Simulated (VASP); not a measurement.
Write the native input for VASP 6.6.1 that does the following.

```
Task                   : relaxation of cell and atoms
Functional             : PBE
Potentials or basis    : VASP PAW PBE potentials, release 64 (Cu, O)
Cutoff                 : 600 eV
k mesh                 : 8 × 8 × 6
Occupations            : fermi-dirac, width 0.05 eV
Spin                   : no spin polarisation
Target pressure        : 10 GPa
Dipole correction      : no
Further INCAR settings : ALGO = Normal; EDIFF = 1e-06; IBRION = 2; EDIFFG = -0.01; NSW = 60; ISIF = 3
```

The structure of CuO lies in POSCAR:

```
CuO
1.0
    3.4220509700      0.0000000000      0.0000000000
    0.0000000000      3.4220509700      0.0000000000
    0.0000000000      0.0000000000      4.2604614800
Cu O
2 2
Direct
    0.0000000000      0.5000000000      0.0000000000
    0.5000000000      0.0000000000      0.5000000000
    0.0000000000      0.0000000000      0.2500000000
    0.0000000000      0.0000000000      0.7500000000
```

One way to write it, as run:

INCAR

```
SYSTEM = CuO
  PREC = Accurate
  ENCUT = 600
  EDIFF = 1E-6
  ISMEAR = -1
  SIGMA = 0.05
  LREAL = .False.
  LASPH = .True.
  NELM = 60
  ALGO = Normal
  ISIF = 3
  LWAVE = .False.
  LCHARG = .False.
  GGA = PE
  IBRION = 2
  NSW = 60
  EDIFFG = -0.01
  PSTRESS = 100.0
```

KPOINTS

```
Automatic mesh
0
Gamma
  8 8 6
  0 0 0
```

Potentials or basis: VASP PAW PBE potentials, release 64 (Cu, O).

Run with:

```bash
$ cat potpaw_PBE.64/Cu/POTCAR potpaw_PBE.64/O/POTCAR > POTCAR
$ mpirun -np 1 vasp_std > vasp.out
```

Results of the run:

```json
{
 "Relaxed volume": "10.53 Å³/atom",
 "Relaxed cell": "a = 2.865 Å, b = 2.865 Å, c = 5.133 Å, α = 90.00°, β = 90.00°, γ = 90.00°",
 "Space group after relaxing (to 0.1 Å)": "P4_2/mmc (No. 131)",
 "Energy change on relaxing (the run minimises the enthalpy)": "-343.5 meV/atom",
 "Ionic steps": "11",
 "Pressure after relaxing": "9.9 GPa",
 "Band gap on the k mesh": "zero (bands 17 and 18 overlap by 1.16 eV)"
}
```

Caveat: the cell is relaxed towards a set pressure, so the run minimises the enthalpy, not the energy; the volume moved by over 15 % at a fixed basis, so the end points are rough; semilocal functionals often make such compounds metallic where correlation or magnetic order opens a gap, which also shifts bond lengths.

Run time: 7.5 min on 1 thread of Intel(R) Xeon(R) Platinum 8259CL CPU @ 2.50GHz (Skylake/Cascade Lake), with other jobs on the host, peak memory 0.22 GiB.
